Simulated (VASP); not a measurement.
# Si (Fm-3m) in VASP: a series of runs

Si is run at these levels: LDA; tasks: single point.

All numbers are computed with VASP 6.6.1; they aren't measurements. Logs are shortened: lines on timing, memory, paths and dates and some standing lists are left out, and cuts for length are marked.

## 1. The cell of the first run

Symmetry: Fm-3m, No. 225, cubic system. The conventional cell has a = 3.710 Å, b = 3.710 Å, c = 3.710 Å, α = 90.00°, β = 90.00°, γ = 90.00°. Within 3.5 Å of Si (site symmetry m-3m) lie 12 Si at 2.62 Å.

## 2. Single point, LDA (volume scaled by 0.92)

Contents of INCAR:

```
PREC = Accurate ; ENCUT = 520
EDIFF = 1E-7 ; ISMEAR = -1
SIGMA = 0.1 ; LREAL = F
LASPH = T ; NELM = 60
ALGO = Normal ; ISIF = 2
LWAVE = F ; LCHARG = F
GGA = CA ; NBANDS = 8
```

Contents of KPOINTS:

```
Automatic mesh
0
Gamma
  16 16 16
```

Contents of POSCAR:

```
Si
1.0
    0.0000000000      1.8551461461      1.8551461461
    1.8551461461      0.0000000000      1.8551461461
    1.8551461461      1.8551461461      0.0000000000
Si
1
Direct
    0.0000000000      0.0000000000      0.0000000000
```

Potentials or basis: VASP PAW LDA potentials, release 64 (Si).

Run with:

```sh
> cat potpaw_LDA.64/Si/POTCAR > POTCAR
> mpirun -np 1 vasp_std > vasp.out
```

OUTCAR:

```text
PREC = Accurate
   ENCUT = 520
   EDIFF = 1E-7
   ISMEAR = -1
   LREAL = F
   LASPH = T
   NELM = 60
   ISIF = 2
   GGA = CA

 ion  position               nearest neighbor table
   1  0.000  0.000  0.000-

  LATTYP: Found a face centered cubic cell.
 ALAT       =     3.7102922922

  Lattice vectors:

 A1 = (   0.0000000000,   1.8551461461,   1.8551461461)
 A2 = (   1.8551461461,   0.0000000000,   1.8551461461)
 A3 = (   1.8551461461,   1.8551461461,   0.0000000000)

Analysis of symmetry for initial positions (statically):
=====================================================================
 Subroutine PRICEL returns:
 Original cell was already a primitive cell.

 Routine SETGRP: Setting up the symmetry group for a
 face centered cubic supercell.

 Subroutine GETGRP returns: Found 48 space group operations
[... 9 lines left out ...]

 Routine SETGRP: Setting up the symmetry group for a
 face centered cubic supercell.

 Subroutine GETGRP returns: Found 48 space group operations
[... 11 lines left out ...]
                                     Primitive cell

  volume of cell :      12.7692

  direct lattice vectors                    reciprocal lattice vectors
     0.000000000  1.855146146  1.855146146    -0.269520545  0.269520545  0.269520545
     1.855146146  0.000000000  1.855146146     0.269520545 -0.269520545  0.269520545
     1.855146146  1.855146146  0.000000000     0.269520545  0.269520545 -0.269520545

  length of vectors
     2.623572840  2.623572840  2.623572840     0.466823277  0.466823277  0.466823277

  position of ions in fractional coordinates (direct lattice)
     0.000000000  0.000000000  0.000000000

  ion indices of the primitive-cell ions
   primitive index   ion index
                 1           1

----------------------------------------------------------------------------------------

 KPOINTS: Automatic mesh

Automatic generation of k-mesh.
 Grid dimensions read from file:
 generate k-points for:   16   16   16

 Generating k-lattice:

  Cartesian coordinates                     Fractional coordinates (reciprocal lattice)
    -0.016845034  0.016845034  0.016845034     0.062500000  0.000000000  0.000000000
     0.016845034 -0.016845034  0.016845034     0.000000000  0.062500000  0.000000000
     0.016845034  0.016845034 -0.016845034     0.000000000  0.000000000  0.062500000

  Length of vectors
     0.029176455  0.029176455  0.029176455

  Shift w.r.t. Gamma in fractional coordinates (k-lattice)
     0.000000000  0.000000000  0.000000000

 Subroutine IBZKPT returns following result:
 ===========================================

 Found    145 irreducible k-points:

 Following reciprocal coordinates:
            Coordinates               Weight
  0.000000  0.000000  0.000000      1.000000
  0.062500  0.000000  0.000000      8.000000
  0.125000  0.000000  0.000000      8.000000
  0.187500  0.000000  0.000000      8.000000
  0.250000  0.000000  0.000000      8.000000
  0.312500  0.000000  0.000000      8.000000
[... 16 lines left out ...]
 -0.125000  0.062500  0.000000     24.000000
 -0.062500  0.062500  0.000000     12.000000
 [... further k-points ...]
   k-points           NKPTS =    145   k-points in BZ     NKDIM =    145   number of bands    NBANDS=      8
   number of dos      NEDOS =    301   number of ions     NIONS =      1
   total plane-waves  NPLWV =   8000
   dimension x,y,z NGX =    20 NGY =   20 NGZ =   20
   dimension x,y,z NGXF=    40 NGYF=   40 NGZF=   40
   ions per type =               1
   NGX,Y,Z   is equivalent  to a cutoff of  12.67, 12.67, 12.67 a.u.
   NGXF,Y,Z  is equivalent  to a cutoff of  25.35, 25.35, 25.35 a.u.
 SYSTEM =  unknown system
   PREC   = accura    normal or accurate (medium, high low for compatibility)
   ISTART =      0    job   : 0-new  1-cont  2-samecut
   ICHARG =      2    charge: 1-file 2-atom 10-const
   ISPIN  =      1    spin polarized calculation?
   LNONCOLLINEAR =      F non collinear calculations
   LSORBIT =      F    spin-orbit coupling
   LASPH  =      T    aspherical Exc in radial PAW
   ENCUT  =  520.0 eV  38.22 Ry    6.18 a.u.   4.88  4.88  4.88*2*pi/ulx,y,z
   NELM   =     60;   NELMIN=  2; NELMDL= -5     # of ELM steps
   EDIFF  = 0.1E-06   stopping-criterion for ELM
   LREAL  =      F    real-space projection
   EDIFFG = 0.1E-05   stopping-criterion for IOM
   NSW    =      0    number of steps for IOM
   IBRION =     -1    ionic relax: 0-MD 1-quasi-New 2-CG
   NFREE  =      0    steps in history (QN), initial steepest desc. (CG)
   ISIF   =      2    stress and relaxation
   ISYM   =      2    0-nonsym 1-usesym 2-fastsym
   POTIM  = 0.5000    time-step for ionic-motion
   TEBEG  =    0.0;   TEEND  =   0.0 temperature during run
   PSTRESS=    0.0 pullay stress
   NELECT =       4.0000    total number of electrons
   NUPDOWN=      -1.0000    fix difference up-down
   EMIN   =  10.00;   EMAX   =-10.00  energy-range for DOS
   EFERMI =   0.00;   METHOD = LEGACY
   ISMEAR =    -1;   SIGMA  =   0.10  broadening in eV -4-tet -1-fermi 0-gaus
   EFERMI_NEDOS =   21; number of points for ismear=-14 and -15
   IALGO  =     38    algorithm
   IMIX   =      4    mixing-type and parameters
     AMIX     =   0.40;   BMIX     =  1.00
     AMIX_MAG =   1.60;   BMIX_MAG =  1.00
  volume/ion in A,a.u.               =      12.77        86.17
  Fermi-wavevector in a.u.,A,eV,Ry     =   1.111834  2.101062 16.819186  1.236175
  Thomas-Fermi vector in A             =   2.248402
   LORBIT       =      0    0 simple, 1 ext, 2 COOP (PROOUT), +10 PAW based schemes
   GGA     = CA    functional components
   LHFCALC =     F    Hartree Fock is set to
   AEXX    =    0.0000 exact exchange contribution
   IVDW    =     0    specifies the selected vdW correction
   LEPSILON=     F    determine dielectric tensor
   LRPA    =     F    only Hartree local field effects (RPA)
 non-spin polarized calculation
  energy-cutoff  :      520.00
  volume of cell :       12.77
 maximum number of plane-waves:       360
   NGX =  9   NGY =  9   NGZ =  9

 number of electron       4.0000000 magnetization

 Free energy of the ion-electron system (eV)
  ---------------------------------------------------
  ext. energy  EPLUGINS =         0.00000000
  ---------------------------------------------------
  free energy    TOTEN  =        -5.48122921 eV

  energy without entropy =       -5.46653581  energy(sigma->0) =       -5.47388251

 E-fermi :  11.9231     XC(G=0): -11.7758

 val. band max:       11.8866765728   @ k =  -0.2500   0.1250   0.0000
 cond. band min:      12.0502607327   @ k =  -0.4375   0.3125   0.0625
 fundamental gap:      0.1635841600
 Fermi energy:        11.9231308593

 k-point     1 :       0.0000    0.0000    0.0000
  band No.  band energies     occupation
      1      -3.7190      2.00000
      2      24.2757      0.00000
      3      24.2757      0.00000
      4      24.2757      0.00000
      5      24.4227      0.00000
      6      24.4227      0.00000
      7      24.4227      0.00000
      8      30.0909      0.00000

 k-point     2 :       0.0625    0.0000    0.0000
  band No.  band energies     occupation
      1      -3.5956      2.00000
      2      21.7879      0.00000
      3      23.3561      0.00000
      4      23.3561      0.00000
      5      25.5023      0.00000
      6      25.5023      0.00000
      7      25.8578      0.00000
      8      31.0952      0.00000

 k-point     3 :       0.1250    0.0000    0.0000
  band No.  band energies     occupation
      1      -3.2258      2.00000
      2      18.9085      0.00000
      3      22.5579      0.00000
      4      22.5579      0.00000
      5      26.2357      0.00000
      6      26.6688      0.00000
      7      26.6688      0.00000
      8      30.0242      0.00000

 k-point     4 :       0.1875    0.0000    0.0000
  band No.  band energies     occupation
      1      -2.6110      2.00000
      2      16.0321      0.00000
      3      21.9587      0.00000
      4      21.9587      0.00000
      5      26.2051      0.00000
      6      27.0601      0.00000
      7      27.0601      0.00000
      8      29.7847      0.00000

 k-point     5 :       0.2500    0.0000    0.0000
  band No.  band energies     occupation
      1      -1.7537      2.00000
      2      13.2696      0.00000
      3      21.5598      0.00000
      4      21.5598      0.00000
      5      26.1222      0.00000
      6      26.1658      0.00000
      7      26.1658      0.00000
      8      31.0975      0.00000

 k-point     6 :       0.3125    0.0000    0.0000
  band No.  band energies     occupation
      1      -0.6571      2.00000
      2      10.6680      1.99999
      3      21.3559      0.00000
      4      21.3559      0.00000
      5      25.0600      0.00000
      6      25.0600      0.00000
      7      26.1151      0.00000
      8      30.6937      0.00000

 k-point     7 :       0.3750    0.0000    0.0000
  band No.  band energies     occupation
      1       0.6745      2.00000
      2       8.2518      2.00000
      3      21.3297      0.00000
      4      21.3297      0.00000
      5      24.0924      0.00000
      6      24.0924      0.00000
      7      26.2256      0.00000
      8      29.6188      0.00000
[... 133 lines left out ...]
 k-point    20 :      -0.3125    0.0625    0.0000
  band No.  band energies     occupation
      1      -0.1313      2.00000
      2       9.9399      2.00000
      3      19.2925      0.00000
      4      22.2609      0.00000
      5      24.0067      0.00000
      6      25.1643      0.00000
      7      26.8457      0.00000
      8      31.3349      0.00000

 k-point    21 :      -0.2500    0.0625    0.0000
  band No.  band energies     occupation
      1      -1.3061      2.00000
      2      12.4766      0.00787
      3      19.4021      0.00000
      4      22.7297      0.00000
      5      24.7815      0.00000
      6      26.3133      0.00000
      7      26.7933      0.00000
      8      30.3197      0.00000

 k-point    22 :      -0.1875    0.0625    0.0000
  band No.  band energies     occupation
      1      -2.2431      2.00000
      2      15.1787      0.00000
      3      19.7219      0.00000
      4      23.2001      0.00000
      5      25.7216      0.00000
      6      26.8021      0.00000
      7      27.4868      0.00000
      8      28.7289      0.00000

 k-point    23 :      -0.1250    0.0625    0.0000
  band No.  band energies     occupation
      1      -2.9386      2.00000
      2      17.9977      0.00000
      3      20.2556      0.00000
      4      23.7941      0.00000
      5      25.7083      0.00000
      6      26.7437      0.00000
      7      27.9569      0.00000
      8      28.5180      0.00000

 k-point    24 :      -0.0625    0.0625    0.0000
  band No.  band energies     occupation
      1      -3.3901      2.00000
      2      20.6742      0.00000
      3      21.1483      0.00000
      4      24.5300      0.00000
      5      24.5944      0.00000
      6      26.3553      0.00000
      7      27.0933      0.00000
      8      29.7420      0.00000

 [... further k-points ...]
[... 5 lines left out ...]
  --------------------------------------------------------------------------------------
  -------------------------------------------------------------------------------------
  Total        0.7640246      0.7640246      0.7640246     -0.0000000      0.0000000     -0.0000000
  in kB       95.8635539     95.8635539     95.8635539     -0.0000000      0.0000000     -0.0000000
  external PRESSURE =      95.8635539 kB  Pullay stress =       0.0000000 kB

 VOLUME and BASIS-vectors are now :
 -----------------------------------------------------------------------------
  energy-cutoff  :      520.00
  volume of cell :       12.77
      direct lattice vectors                 reciprocal lattice vectors
     0.000000000  1.855146146  1.855146146    -0.269520545  0.269520545  0.269520545
     1.855146146  0.000000000  1.855146146     0.269520545 -0.269520545  0.269520545
     1.855146146  1.855146146  0.000000000     0.269520545  0.269520545 -0.269520545

 POSITION                                       TOTAL-FORCE (eV/Angst)
 -----------------------------------------------------------------------------------
      0.00000      0.00000      0.00000         0.000000     -0.000000      0.000000
 -----------------------------------------------------------------------------------
    total drift:                                0.000000     -0.000000     -0.000000

  FREE ENERGIE OF THE ION-ELECTRON SYSTEM (eV)
  ---------------------------------------------------
  free  energy   TOTEN  =        -5.4812292097 eV

  energy  without entropy=       -5.4665358112  energy(sigma->0) =       -5.47388251
```

It took 6.6 s on 1 thread of AMD EPYC 9R45 (Zen 5), shared host; peak memory 0.09 GiB.

What came out:

* Free energy: -5.4812 eV
* Pressure: 9.6 GPa
* Band gap on the k mesh: zero (band 2 reaches 24.28 eV, above the bottom of band 3 at 8.56 eV)

## 3. Single point, LDA (volume scaled by 0.96)

Contents of INCAR:

```
SYSTEM = Si
  PREC = Accurate
  ENCUT = 520
  EDIFF = 1E-6
  ISMEAR = -1
  SIGMA = 0.1
  LREAL = .False.
  LASPH = .True.
  NELM = 100
  ALGO = Normal
  ISIF = 2
  LWAVE = .False.
  LCHARG = .True.
  LELF = .True.
  LVHAR = .True.
  NBANDS = 8
```

Contents of KPOINTS:

```
Automatic mesh
0
Gamma
  16 16 16
  0 0 0
```

Contents of POSCAR:

```
Si
1.0
    0.0000000000      1.8816518150      1.8816518150
    1.8816518150      0.0000000000      1.8816518150
    1.8816518150      1.8816518150      0.0000000000
Si
1
Direct
    0.0000000000      0.0000000000      0.0000000000
```

Potentials or basis: VASP PAW LDA potentials, release 64 (Si).

Run with:

```sh
> cat potpaw_LDA.64/Si/POTCAR > POTCAR
> mpirun -np 1 vasp_std > vasp.out
```

OUTCAR:

```text
SYSTEM = Si
   PREC = Accurate
   ENCUT = 520
   EDIFF = 1E-6
   ISMEAR = -1
   LREAL = .False.
   LASPH = .True.
   NELM = 100
   ISIF = 2

 ion  position               nearest neighbor table
   1  0.000  0.000  0.000-

  LATTYP: Found a face centered cubic cell.
 ALAT       =     3.7633036300

  Lattice vectors:

 A1 = (   0.0000000000,   1.8816518150,   1.8816518150)
 A2 = (   1.8816518150,   0.0000000000,   1.8816518150)
 A3 = (   1.8816518150,   1.8816518150,   0.0000000000)

Analysis of symmetry for initial positions (statically):
=====================================================================
 Subroutine PRICEL returns:
 Original cell was already a primitive cell.

 Routine SETGRP: Setting up the symmetry group for a
 face centered cubic supercell.

 Subroutine GETGRP returns: Found 48 space group operations
[... 9 lines left out ...]

 Routine SETGRP: Setting up the symmetry group for a
 face centered cubic supercell.

 Subroutine GETGRP returns: Found 48 space group operations
[... 11 lines left out ...]
                                     Primitive cell

  volume of cell :      13.3244

[... 129 lines left out ...]
  free energy    TOTEN  =        -5.50555103 eV

  energy without entropy =       -5.49091162  energy(sigma->0) =       -5.49823133

 E-fermi :  11.3046     XC(G=0): -11.6001

 val. band max:       11.2865229241   @ k =  -0.2500   0.1250   0.0000
 cond. band min:      11.4049095883   @ k =  -0.4375   0.3125   0.0625
 fundamental gap:      0.1183866642
 Fermi energy:        11.3045727957

 k-point     1 :       0.0000    0.0000    0.0000
  band No.  band energies     occupation
      1      -3.9130      2.00000
      2      23.2500      0.00000
      3      23.2500      0.00000
      4      23.2500      0.00000
      5      23.4933      0.00000
      6      23.4933      0.00000
      7      23.4933      0.00000
      8      29.1990      0.00000
[... 243 lines left out ...]
 k-point    24 :      -0.0625    0.0625    0.0000
  band No.  band energies     occupation
      1      -3.5933      2.00000
      2      19.8570      0.00000
      3      20.2298      0.00000
      4      23.3419      0.00000
      5      23.8027      0.00000
      6      25.2882      0.00000
      7      26.0538      0.00000
      8      28.7881      0.00000

 [... further k-points ...]
[... 5 lines left out ...]
  --------------------------------------------------------------------------------------
  -------------------------------------------------------------------------------------
  Total        0.3787071      0.3787071      0.3787071     -0.0000000     -0.0000000      0.0000000
  in kB       45.5371932     45.5371932     45.5371932     -0.0000000     -0.0000000      0.0000000
  external PRESSURE =      45.5371932 kB  Pullay stress =       0.0000000 kB

 VOLUME and BASIS-vectors are now :
 -----------------------------------------------------------------------------
  energy-cutoff  :      520.00
  volume of cell :       13.32
      direct lattice vectors                 reciprocal lattice vectors
     0.000000000  1.881651815  1.881651815    -0.265723975  0.265723975  0.265723975
     1.881651815  0.000000000  1.881651815     0.265723975 -0.265723975  0.265723975
     1.881651815  1.881651815  0.000000000     0.265723975  0.265723975 -0.265723975

 POSITION                                       TOTAL-FORCE (eV/Angst)
 -----------------------------------------------------------------------------------
      0.00000      0.00000      0.00000         0.000000      0.000000      0.000000
 -----------------------------------------------------------------------------------
    total drift:                                0.000000     -0.000000      0.000000

  FREE ENERGIE OF THE ION-ELECTRON SYSTEM (eV)
  ---------------------------------------------------
  free  energy   TOTEN  =        -5.5055510330 eV

  energy  without entropy=       -5.4909116211  energy(sigma->0) =       -5.49823133
```

Wall time 6.3 s (1 thread of AMD EPYC 9R45 (Zen 5), shared host); peak memory 0.09 GiB.

Results:

| Property | Result |
| --- | --- |
| Free energy | -5.5056 eV |
| Pressure | 4.6 GPa |
| Band gap on the k mesh | zero (band 2 reaches 23.25 eV, above the bottom of band 3 at 8.00 eV) |
